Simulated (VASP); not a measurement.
# Bi (R-3m) in VASP: further runs

Runs on Bi. Level: PBE. Tasks: single point.

Everything below comes from runs of VASP 6.6.1. Logs are shortened: lines on timing, memory, paths and dates and some standing lists are left out, and cuts for length are marked.

### Step 1. The cell of the first run

It takes space group R-3m (No. 166, trigonal). The conventional cell has a = 4.585 Å, b = 4.585 Å, c = 12.140 Å, α = 90.00°, β = 90.00°, γ = 120.00°. Within 4.1 Å of Bi (site symmetry 3m) lie 6 Bi at 3.11 to 3.59 Å.

### Step 2. Single point, PBE

Contents of INCAR:

```
SYSTEM = Bi
ALGO = Normal
EDIFF = 1E-6
ENCUT = 520
GGA = PE
ISIF = 2
ISMEAR = 0
LASPH = .TRUE.
LCHARG = .TRUE.
LELF = .TRUE.
LREAL = .FALSE.
LVHAR = .TRUE.
LWAVE = .FALSE.
NBANDS = 22
NELM = 100
PREC = Accurate
SIGMA = 0.3
```

Contents of KPOINTS:

```
k-points
0
G
  8 8 8
  0 0 0
```

Contents of POSCAR:

```
Bi
1.0
    2.2924582305      1.3235513765      4.0467531177
   -2.2924582305      1.3235513765      4.0467531177
    0.0000000000     -2.6471027530      4.0467531177
Bi
2
Direct
    0.2337113826      0.2337113826      0.2337113826
    0.7662886174      0.7662886174      0.7662886174
```

Potentials or basis: VASP PAW PBE potentials, release 64 (Bi_d).

Launch:

```bash
cat potpaw_PBE.64/Bi_d/POTCAR > POTCAR
mpirun -np 1 vasp_std > vasp.out
```

OUTCAR:

```text
SYSTEM = Bi
   EDIFF = 1E-6
   ENCUT = 520
   GGA = PE
   ISIF = 2
   ISMEAR = 0
   LASPH = .TRUE.
   LREAL = .FALSE.
   NELM = 100
   PREC = Accurate

 ion  position               nearest neighbor table
   1  0.234  0.234  0.234-   2 3.11   2 3.11   2 3.11   2 3.59   2 3.59   2 3.59
   2  0.766  0.766  0.766-   1 3.11   1 3.11   1 3.11   1 3.59   1 3.59   1 3.59

  LATTYP: Found a trigonal (rhomboedric) cell.
 ALAT       =     4.8356347857
 COS(alpha) =     0.5505039576

  Lattice vectors:

 A1 = (   2.2924582305,   1.3235513765,   4.0467531177)
 A2 = (  -2.2924582305,   1.3235513765,   4.0467531177)
 A3 = (   0.0000000000,  -2.6471027530,   4.0467531177)

Analysis of symmetry for initial positions (statically):
=====================================================================
 Subroutine PRICEL returns:
 Original cell was already a primitive cell.

 Routine SETGRP: Setting up the symmetry group for a
 trigonal (rhombohedral) supercell.

 Subroutine GETGRP returns: Found 12 space group operations
 (whereof 12 operations were pure point group operations)
 out of a pool of 12 trial point group operations.

The static configuration has the point symmetry D_3d.

Analysis of symmetry for dynamics (positions and initial velocities):
=====================================================================
 Subroutine PRICEL returns:
 Original cell was already a primitive cell.

 Routine SETGRP: Setting up the symmetry group for a
 trigonal (rhombohedral) supercell.

 Subroutine GETGRP returns: Found 12 space group operations
 (whereof 12 operations were pure point group operations)
 out of a pool of 12 trial point group operations.

The dynamic configuration has the point symmetry D_3d.

 Subroutine INISYM returns: Found 12 space group operations
 (whereof 12 operations are pure point group operations),
 and found     1 'primitive' translations

----------------------------------------------------------------------------------------

                                     Primitive cell

  volume of cell :      73.6716

  direct lattice vectors                    reciprocal lattice vectors
     2.292458230  1.323551376  4.046753118     0.218106482  0.125923836  0.082370563
    -2.292458230  1.323551376  4.046753118    -0.218106482  0.125923836  0.082370563
     0.000000000 -2.647102753  4.046753118     0.000000000 -0.251847672  0.082370563

  length of vectors
     4.835634786  4.835634786  4.835634786     0.264975772  0.264975772  0.264975772

  position of ions in fractional coordinates (direct lattice)
     0.233711383  0.233711383  0.233711383
     0.766288617  0.766288617  0.766288617

  ion indices of the primitive-cell ions
   primitive index   ion index
                 1           1
                 2           2

----------------------------------------------------------------------------------------

 KPOINTS: k-points

Automatic generation of k-mesh.
 Grid dimensions read from file:
 generate k-points for:    8    8    8

 Generating k-lattice:

  Cartesian coordinates                     Fractional coordinates (reciprocal lattice)
     0.027263310  0.015740480  0.010296320     0.125000000  0.000000000 -0.000000000
    -0.027263310  0.015740480  0.010296320     0.000000000  0.125000000 -0.000000000
     0.000000000 -0.031480959  0.010296320    -0.000000000 -0.000000000  0.125000000

  Length of vectors
     0.033121971  0.033121971  0.033121971

  Shift w.r.t. Gamma in fractional coordinates (k-lattice)
     0.000000000  0.000000000  0.000000000

 Subroutine IBZKPT returns following result:
 ===========================================

 Found     65 irreducible k-points:

 Following reciprocal coordinates:
            Coordinates               Weight
  0.000000  0.000000  0.000000      1.000000
  0.125000 -0.000000 -0.000000      6.000000
  0.250000 -0.000000 -0.000000      6.000000
  0.375000  0.000000 -0.000000      6.000000
  0.500000 -0.000000 -0.000000      3.000000
  0.125000  0.125000 -0.000000      6.000000
[... 16 lines left out ...]
  0.250000  0.125000  0.125000      6.000000
  0.375000  0.125000  0.125000      6.000000
 [... further k-points ...]
   k-points           NKPTS =     65   k-points in BZ     NKDIM =     65   number of bands    NBANDS=     22
   number of dos      NEDOS =    301   number of ions     NIONS =      2
   total plane-waves  NPLWV =  46656
   dimension x,y,z NGX =    36 NGY =   36 NGZ =   36
   dimension x,y,z NGXF=    72 NGYF=   72 NGZF=   72
   ions per type =               2
   NGX,Y,Z   is equivalent  to a cutoff of  12.38, 12.38, 12.38 a.u.
   NGXF,Y,Z  is equivalent  to a cutoff of  24.75, 24.75, 24.75 a.u.
 SYSTEM =  Bi
   PREC   = accura    normal or accurate (medium, high low for compatibility)
   ISTART =      0    job   : 0-new  1-cont  2-samecut
   ICHARG =      2    charge: 1-file 2-atom 10-const
   ISPIN  =      1    spin polarized calculation?
   LNONCOLLINEAR =      F non collinear calculations
   LSORBIT =      F    spin-orbit coupling
   LASPH  =      T    aspherical Exc in radial PAW
   ENCUT  =  520.0 eV  38.22 Ry    6.18 a.u.   8.99  8.99  8.99*2*pi/ulx,y,z
   NELM   =    100;   NELMIN=  2; NELMDL= -5     # of ELM steps
   EDIFF  = 0.1E-05   stopping-criterion for ELM
   LREAL  =      F    real-space projection
   EDIFFG = 0.1E-04   stopping-criterion for IOM
   NSW    =      0    number of steps for IOM
   IBRION =     -1    ionic relax: 0-MD 1-quasi-New 2-CG
   NFREE  =      0    steps in history (QN), initial steepest desc. (CG)
   ISIF   =      2    stress and relaxation
   ISYM   =      2    0-nonsym 1-usesym 2-fastsym
   POTIM  = 0.5000    time-step for ionic-motion
   TEBEG  =    0.0;   TEEND  =   0.0 temperature during run
   PSTRESS=    0.0 pullay stress
   NELECT =      30.0000    total number of electrons
   NUPDOWN=      -1.0000    fix difference up-down
   EMIN   =  10.00;   EMAX   =-10.00  energy-range for DOS
   EFERMI =   0.00;   METHOD = LEGACY
   ISMEAR =     0;   SIGMA  =   0.30  broadening in eV -4-tet -1-fermi 0-gaus
   EFERMI_NEDOS =   21; number of points for ismear=-14 and -15
   IALGO  =     38    algorithm
   IMIX   =      4    mixing-type and parameters
     AMIX     =   0.40;   BMIX     =  1.00
     AMIX_MAG =   1.60;   BMIX_MAG =  1.00
  volume/ion in A,a.u.               =      36.84       248.58
  Fermi-wavevector in a.u.,A,eV,Ry     =   1.213431  2.293053 20.033429  1.472415
  Thomas-Fermi vector in A             =   2.348884
   LORBIT       =      0    0 simple, 1 ext, 2 COOP (PROOUT), +10 PAW based schemes
   GGA     = PE    functional components
   LHFCALC =     F    Hartree Fock is set to
   AEXX    =    0.0000 exact exchange contribution
   IVDW    =     0    specifies the selected vdW correction
   LEPSILON=     F    determine dielectric tensor
   LRPA    =     F    only Hartree local field effects (RPA)
 non-spin polarized calculation
 Gauss-broadening in eV      SIGMA  =   0.30
  energy-cutoff  :      520.00
  volume of cell :       73.67
 maximum number of plane-waves:      2014
   NGX = 17   NGY = 17   NGZ = 17

 number of electron      29.9999994 magnetization

 Free energy of the ion-electron system (eV)
  ---------------------------------------------------
  ext. energy  EPLUGINS =         0.00000000
  ---------------------------------------------------
  free energy    TOTEN  =        -7.78837745 eV

  energy without entropy =       -7.77415961  energy(sigma->0) =       -7.78126853

 E-fermi :   5.8806     XC(G=0):  -9.3184

 val. band max:        5.7672567791   @ k =  -0.3750   0.5000   0.3750
 cond. band min:       5.9860229504   @ k =   0.3750   0.1250   0.1250
 fundamental gap:      0.2187661713
 Fermi energy:         5.8805748811

 k-point     1 :       0.0000    0.0000    0.0000
  band No.  band energies     occupation
      1     -17.0337      2.00000
      2     -17.0337      2.00000
      3     -16.9006      2.00000
      4     -16.9006      2.00000
      5     -16.8881      2.00000
      6     -16.7413      2.00000
[... 14 lines left out ...]
     21      11.6726      0.00000
     22      11.7104      0.00000

 k-point     2 :       0.1250   -0.0000   -0.0000
  band No.  band energies     occupation
      1     -17.0242      2.00000
      2     -17.0210      2.00000
      3     -16.8966      2.00000
      4     -16.8931      2.00000
      5     -16.8816      2.00000
      6     -16.7473      2.00000
[... 14 lines left out ...]
     21      11.8330      0.00000
     22      12.8688      0.00000

 k-point     3 :       0.2500   -0.0000   -0.0000
  band No.  band energies     occupation
      1     -16.9988      2.00000
      2     -16.9848      2.00000
      3     -16.8875      2.00000
      4     -16.8723      2.00000
      5     -16.8615      2.00000
      6     -16.7677      2.00000
[... 14 lines left out ...]
     21      12.5635      0.00000
     22      14.9165      0.00000

 k-point     4 :       0.3750    0.0000   -0.0000
  band No.  band energies     occupation
      1     -16.9680      2.00000
      2     -16.9319      2.00000
      3     -16.8780      2.00000
      4     -16.8434      2.00000
      5     -16.8337      2.00000
      6     -16.7999      2.00000
[... 14 lines left out ...]
     21      13.8388      0.00000
     22      15.4617      0.00000

 k-point     5 :       0.5000   -0.0000   -0.0000
  band No.  band energies     occupation
      1     -16.9525      2.00000
      2     -16.8884      2.00000
      3     -16.8721      2.00000
      4     -16.8495      2.00000
      5     -16.8180      2.00000
      6     -16.8062      2.00000
[... 417 lines left out ...]
 k-point    22 :       0.1250    0.1250    0.1250
  band No.  band energies     occupation
      1     -17.0247      2.00000
      2     -17.0247      2.00000
      3     -16.8969      2.00000
      4     -16.8969      2.00000
      5     -16.8844      2.00000
      6     -16.7447      2.00000
[... 14 lines left out ...]
     21      11.8690      0.00000
     22      12.7262      0.00000

 k-point    23 :       0.2500    0.1250    0.1250
  band No.  band energies     occupation
      1     -17.0172      2.00000
      2     -17.0013      2.00000
      3     -16.8900      2.00000
      4     -16.8887      2.00000
      5     -16.8764      2.00000
      6     -16.7518      2.00000
[... 14 lines left out ...]
     21      12.2059      0.00000
     22      13.2027      0.00000

 k-point    24 :       0.3750    0.1250    0.1250
  band No.  band energies     occupation
      1     -16.9867      2.00000
      2     -16.9713      2.00000
      3     -16.8768      2.00000
      4     -16.8707      2.00000
      5     -16.8596      2.00000
      6     -16.7687      2.00000
[... 14 lines left out ...]
     21      13.1491      0.00000
     22      14.5736      0.00000

 [... further k-points ...]
[... 5 lines left out ...]
  --------------------------------------------------------------------------------------
  -------------------------------------------------------------------------------------
  Total       -0.0235165     -0.0235165     -0.0100301     -0.0000000      0.0000000      0.0000000
  in kB       -0.5114266     -0.5114266     -0.2181294     -0.0000000      0.0000000      0.0000000
  external PRESSURE =      -0.4136608 kB  Pullay stress =       0.0000000 kB

 VOLUME and BASIS-vectors are now :
 -----------------------------------------------------------------------------
  energy-cutoff  :      520.00
  volume of cell :       73.67
      direct lattice vectors                 reciprocal lattice vectors
     2.292458230  1.323551376  4.046753118     0.218106482  0.125923836  0.082370563
    -2.292458230  1.323551376  4.046753118    -0.218106482  0.125923836  0.082370563
     0.000000000 -2.647102753  4.046753118     0.000000000 -0.251847672  0.082370563

 POSITION                                       TOTAL-FORCE (eV/Angst)
 -----------------------------------------------------------------------------------
      0.00000      0.00000      2.83732         0.000000      0.000000     -0.012578
      0.00000      0.00000      9.30294         0.000000     -0.000000      0.012578
 -----------------------------------------------------------------------------------
    total drift:                               -0.000000      0.000000     -0.000000

  FREE ENERGIE OF THE ION-ELECTRON SYSTEM (eV)
  ---------------------------------------------------
  free  energy   TOTEN  =        -7.7883774477 eV

  energy  without entropy=       -7.7741596124  energy(sigma->0) =       -7.78126853
```

It took 70 s on 1 thread of Intel Xeon 8259CL, shared host; peak memory 0.25 GiB.

What came out:

- Free energy: -7.7884 eV
- Pressure: 0.0 GPa
- Largest force: 0.013 eV/Å
- Band gap on the k mesh: zero (bands 15 and 16 overlap by 0.16 eV)

Forces on the atoms (eV/Å):
```
Bi   0.000  0.000 -0.013
Bi   0.000  0.000  0.013
```

Caveat: so wide a smearing shifts energies and pressures; spin-orbit coupling is left out, which moves the levels of the heavy elements.

(Continued in part 2 of 2.)
